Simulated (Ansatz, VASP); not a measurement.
## Two plane-wave programs on AlP

Contents of INCAR:

```
ALGO = Normal
EDIFF = 1E-8
ENCUT = 400
GGA = PE
GGA_COMPAT = F
ISIF = 2
ISMEAR = -1
LASPH = T
LCHARG = F
LEFG = T
LREAL = F
LWAVE = F
NBANDS = 11
NELM = 120
PREC = Accurate
SIGMA = 0.02
```

KPOINTS

```
k-points
0
Gamma
  9 9 9
```

Contents of POSCAR:

```
AlP
1.0
    0.0000000000      2.7255000000      2.7255000000
    2.7255000000      0.0000000000      2.7255000000
    2.7255000000      2.7255000000      0.0000000000
Al P
1 1
Direct
    0.0000000000      0.0000000000      0.0000000000
    0.2500000000      0.2500000000      0.2500000000
```

Input for Ansatz:

```yaml
crystal:
  lattice:
    - [0.0, 2.7255, 2.7255]
    - [2.7255, 0.0, 2.7255]
    - [2.7255, 2.7255, 0.0]
  atoms:
    - { symbol: Al, position: [0.0, 0.0, 0.0] }
    - { symbol: P, position: [0.25, 0.25, 0.25] }
kpoints:
  mp_grid: { grid: [9, 9, 9] }
scf:
  occupations: { method: fermi_dirac, width: 0.02 }
  algorithm: density_mixing
hamiltonian:
  xc: pbe
  pseudopotentials: { kind: paw }
output:
  forces: true
  stress: true
  populations: true
  efg: { quadrupole_moments_barn: { Al: 0.1466 }, contact_densities: true }
```

Alike in both runs: task electric field gradients; functional PBE; k mesh 9 × 9 × 9; occupations fermi-dirac, width 0.02 eV; no spin polarisation.

|  | VASP | Ansatz |
| --- | --- | --- |
| version | VASP 6.6.1 | Ansatz 0.2.0 |
| potentials or method | VASP PAW PBE potentials, release 64 (Al, P) | plane-wave PAW, scalar-relativistic |
| plane-wave cutoff (eV) | 400 | 420 |
| valence electrons in the cell | 8 | 8 |

|  | VASP | Ansatz | Ansatz less VASP |
| --- | --- | --- | --- |
| gap on the k mesh at the Fermi level (eV) | 1.65 | 1.65 | +0.002 |
| pressure (GPa) | 2.6 | 2.7 | +0.10 |

The functional is the same, so the differences come from potentials, cutoffs and numerics.
